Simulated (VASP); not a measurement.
# MgO (e600.b) (Fm-3m) in VASP: further runs, part 2 of 2

VASP 6.6.1.

## (3) Single point, PBE (volume scaled by 1.09)

Contents of INCAR:

```
SYSTEM = MgO
ALGO = Normal
EDIFF = 1E-6
ENCUT = 600
GGA = PE
GGA_COMPAT = .FALSE.
ISIF = 2
ISMEAR = 0
LASPH = .TRUE.
LCHARG = .TRUE.
LELF = .TRUE.
LREAL = .FALSE.
LVHAR = .TRUE.
LWAVE = .FALSE.
NBANDS = 11
NELM = 120
PREC = Accurate
SIGMA = 0.02
```

Contents of KPOINTS:

```
k-points
0
G
  10 10 10
  0 0 0
```

Contents of POSCAR:

```
MgO
1.0
    0.0000000000      2.1889858130      2.1889858130
    2.1889858130      0.0000000000      2.1889858130
    2.1889858130      2.1889858130      0.0000000000
Mg O
1 1
Direct
    0.0000000000      0.0000000000      0.0000000000
    0.5000000000      0.5000000000      0.5000000000
```

Potentials or basis: VASP PAW PBE potentials, release 64 (Mg, O).

Launch:

```console
> cat potpaw_PBE.64/Mg/POTCAR potpaw_PBE.64/O/POTCAR > POTCAR
> mpirun -np 1 vasp_std > vasp.out
```

OUTCAR:

```text
SYSTEM = MgO
   EDIFF = 1E-6
   ENCUT = 600
   GGA = PE
   ISIF = 2
   ISMEAR = 0
   LASPH = .TRUE.
   LREAL = .FALSE.
   NELM = 120
   PREC = Accurate

 ion  position               nearest neighbor table
   1  0.000  0.000  0.000-   2 2.19   2 2.19   2 2.19   2 2.19   2 2.19   2 2.19
   2  0.500  0.500  0.500-   1 2.19   1 2.19   1 2.19   1 2.19   1 2.19   1 2.19

  LATTYP: Found a face centered cubic cell.
 ALAT       =     4.3779716260

  Lattice vectors:

 A1 = (   0.0000000000,   2.1889858130,   2.1889858130)
 A2 = (   2.1889858130,   0.0000000000,   2.1889858130)
 A3 = (   2.1889858130,   2.1889858130,   0.0000000000)

Analysis of symmetry for initial positions (statically):
=====================================================================
 Subroutine PRICEL returns:
 Original cell was already a primitive cell.

 Routine SETGRP: Setting up the symmetry group for a
 face centered cubic supercell.

 Subroutine GETGRP returns: Found 48 space group operations
[... 9 lines left out ...]

 Routine SETGRP: Setting up the symmetry group for a
 face centered cubic supercell.

 Subroutine GETGRP returns: Found 48 space group operations
[... 11 lines left out ...]
                                     Primitive cell
[... 151 lines left out ...]
      3       2.3681      2.00000
      4       2.3681      2.00000
      5       6.0472      0.00000
      6      17.5084      0.00000
      7      17.5084      0.00000
      8      17.5084      0.00000
      9      21.1304      0.00000
     10      22.7769      0.00000
     11      22.7769      0.00000
[... 309 lines left out ...]
 k-point    24 :       0.4000    0.3000    0.0000
  band No.  band energies     occupation
      1     -13.3521      2.00000
      2      -0.8449      2.00000
      3       1.2247      2.00000
      4       1.4161      2.00000
      5      10.8039      0.00000
      6      12.2067      0.00000
      7      14.7787      0.00000
      8      19.0644      0.00000
      9      19.2547      0.00000
     10      25.8539      0.00000
     11      27.1044      0.00000

 [... further k-points ...]

------------------------ aborting loop because EDIFF is reached ----------------------------------------

  FORCE on cell =-STRESS in cart. coord.  units (eV):
  Direction    XX          YY          ZZ          XY          YZ          ZX
  --------------------------------------------------------------------------------------
  -------------------------------------------------------------------------------------
  Total       -1.5382665     -1.5382665     -1.5382665     -0.0000000     -0.0000000      0.0000000
  in kB     -117.4852426   -117.4852426   -117.4852426     -0.0000000     -0.0000000      0.0000000
  external PRESSURE =    -117.4852426 kB  Pullay stress =       0.0000000 kB

 VOLUME and BASIS-vectors are now :
 -----------------------------------------------------------------------------
  energy-cutoff  :      600.00
  volume of cell :       20.98
      direct lattice vectors                 reciprocal lattice vectors
     0.000000000  2.188985813  2.188985813    -0.228416282  0.228416282  0.228416282
     2.188985813  0.000000000  2.188985813     0.228416282 -0.228416282  0.228416282
     2.188985813  2.188985813  0.000000000     0.228416282  0.228416282 -0.228416282

 POSITION                                       TOTAL-FORCE (eV/Angst)
 -----------------------------------------------------------------------------------
      0.00000      0.00000      0.00000        -0.000000      0.000000      0.000000
      2.18899      2.18899      2.18899         0.000000     -0.000000     -0.000000
 -----------------------------------------------------------------------------------
    total drift:                                0.000000      0.000000      0.000000

  FREE ENERGIE OF THE ION-ELECTRON SYSTEM (eV)
  ---------------------------------------------------
  free  energy   TOTEN  =       -11.8456030374 eV

  energy  without entropy=      -11.8456030374  energy(sigma->0) =      -11.84560304
```

It took 7.7 s on 1 thread of Intel Xeon 6975P-C (Granite Rapids), shared host; peak memory 0.16 GiB.

Results:

* Free energy: -11.8456 eV
* Pressure: -11.7 GPa
* Band gap on the k mesh: 3.68 eV, direct

Caveat: the cell differs from its parent crystal (volume scaled by 1.09).

## (4) Single point, PBE

This run uses another cell than the first one, of 9.62 Å³/atom, 0.943 times its volume.

Contents of INCAR:

```
ALGO = Normal
EDIFF = 1E-6
ENCUT = 600
GGA = PE
GGA_COMPAT = F
ISIF = 2
ISMEAR = 0
LASPH = T
LCHARG = F
LREAL = F
LWAVE = F
NBANDS = 11
NELM = 120
PREC = Accurate
SIGMA = 0.02
```

Contents of KPOINTS:

```
k-points
0
Gamma
  10 10 10
```

Contents of POSCAR:

```
MgO
1.0
    0.0000000000      2.1269997920      2.1269997920
    2.1269997920      0.0000000000      2.1269997920
    2.1269997920      2.1269997920      0.0000000000
Mg O
1 1
Direct
    0.0000000000      0.0000000000      0.0000000000
    0.5000000000      0.5000000000      0.5000000000
```

Launch:

```console
> cat potpaw_PBE.64/Mg/POTCAR potpaw_PBE.64/O/POTCAR > POTCAR
> mpirun -np 1 vasp_std > vasp.out
```

Wall time 6.5 s (1 thread of Intel Xeon Platinum 8259CL at 2.50GHz (Skylake/Cascade Lake), shared host); peak memory 0.14 GiB.

Results (log left out):

- Free energy: -11.9148 eV
- Pressure: -1.1 GPa
- Band gap on the k mesh: 4.44 eV, direct

Levels at points of the mesh, in eV from the valence-band top:
```csv
k point,band 2,band 3,band 4,band 5,band 6,band 7
"(0.00, 0.00, 0.00)",0.00,0.00,0.00,4.44,15.63,15.63
"(0.50, 0.00, 0.00)",-4.49,-0.62,-0.62,7.71,12.27,16.01
"(0.50, 0.50, 0.00)",-3.96,-1.31,-1.31,9.08,9.65,12.79
```

## (5) The runs side by side

```tsv
cell	gap on the mesh (eV)	pressure (GPa)
a = 3.067 Å, angles 60.0°, 2 atoms	3.92	-8.7
a = 3.096 Å, angles 60.0°, 2 atoms	3.68	-11.7
a = 3.008 Å, angles 60.0°, 2 atoms	4.44	-1.1
```

Alike in all rows: task single point; level PBE; potentials or basis VASP PAW PBE potentials, release 64 (Mg, O); no spin polarisation; k mesh 10 × 10 × 10; cutoff (eV) 600; smearing gaussian 0.02 eV.

Total energies depend on the potentials used, so only differences within one code and one set of settings carry meaning.

## (6) Comparison with measurements

Step 4. A measured gap of MgO is 7.83 eV (quoted in “Electronic structure of alkaline earth and post-transition metal oxides”, 2009, arxiv:0908.1581); the calculated 4.44 eV misses it by -3.39 eV. The value is that of PBE, without temperature or zero-point motion. Semilocal functionals fall short of measured gaps as a rule.
